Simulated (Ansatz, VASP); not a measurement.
## One calculation of P5N2, two programs

The input INCAR:

```
PREC = Accurate ; ENCUT = 910
EDIFF = 1E-7 ; ISMEAR = 0
SIGMA = 0.1 ; LREAL = F
LASPH = T ; NELM = 120
ALGO = Normal ; ISIF = 3
LWAVE = F ; LCHARG = F
GGA = PE ; IBRION = 2
NSW = 90 ; EDIFFG = -0.04
GGA_COMPAT = F ; NELMIN = 4
```

KPOINTS

```
regular mesh
0
Gamma
  4 10 4
```

File POSCAR:

```
P5N2
1.0
    3.9554741100      0.0000000000      0.0000000000
    0.0000000000      1.7694503100      0.0000000000
   -0.8778269700      0.0000000000      5.6020862900
P N
5 2
Direct
    0.2141710100      0.0000000000      0.5706959800
    0.7858289900      0.0000000000      0.4293040200
    0.6431190200      0.0000000000      0.7146679600
    0.3568809800      0.0000000000      0.2853320400
    0.5000000000      0.0000000000      0.0000000000
    0.0734870000      0.0000000000      0.8524150100
    0.9265130000      0.0000000000      0.1475849900
```

Input for Ansatz:

```yaml
crystal:
  lattice:
    - [3.95547411, 0.0, 0.0]
    - [0.0, 1.76945031, 0.0]
    - [-0.87782697, 0.0, 5.60208629]
  atoms:
    - { symbol: P, position: [0.21417101, 0.0, 0.57069598] }
    - { symbol: P, position: [0.78582899, 0.0, 0.42930402] }
    - { symbol: P, position: [0.64311902, 0.0, 0.71466796] }
    - { symbol: P, position: [0.35688098, 0.0, 0.28533204] }
    - { symbol: P, position: [0.5, 0.0, 0.0] }
    - { symbol: "N", position: [0.073487, 0.0, 0.85241501] }
    - { symbol: "N", position: [0.926513, 0.0, 0.14758499] }
basis:
  ecutwfc: 420
kpoints:
  mp_grid: { grid: [4, 10, 4] }
hamiltonian:
  xc: pbe
scf:
  occupations: { method: gaussian, width: 0.1 }
  lower_state_search: "off"
output:
  forces: true
  stress: true
  eigenvalues: true
relax:
  adjacent_minimum: "off"
  f_tol: 0.04
  max_steps: 70
  cell: { stress_tol: 0.4 }
```

Alike in both runs: task relaxation of cell and atoms; functional PBE; k mesh 4 × 10 × 4; occupations gaussian, width 0.1 eV; no spin polarisation.

|  | VASP | Ansatz |
| --- | --- | --- |
| version | VASP 6.6.1 | Ansatz 0.2.0 |
| potentials or method | VASP PAW PBE potentials, release 64 (P, N_h), cutoff 910 eV | scalar-relativistic, plane waves, PAW |
| valence electrons in the cell | 35 | 35 |

|  | VASP | Ansatz | Ansatz less VASP |
| --- | --- | --- | --- |
| gap on the k mesh at the Fermi level, each at its own relaxed structure (eV) | none | none | - |
| relaxed volume (Å³/atom) | 11.59 | 12.82 | +1.231 |
| relaxed cell length with the largest relative difference (Å) | 2.472 | 2.591 | +0.1191 |

A gap of «none» marks a metal or a gap that the smearing closes. One of these differences is far larger than is usual between the two programs; its cause wasn't traced.

The k mesh is coarse, so the values compare programs but aren't converged. Noted on VASP's run: the cutoff is short for stress, so the pressure is rough; the volume moved by over 15 % at a fixed basis, so the end points are rough.
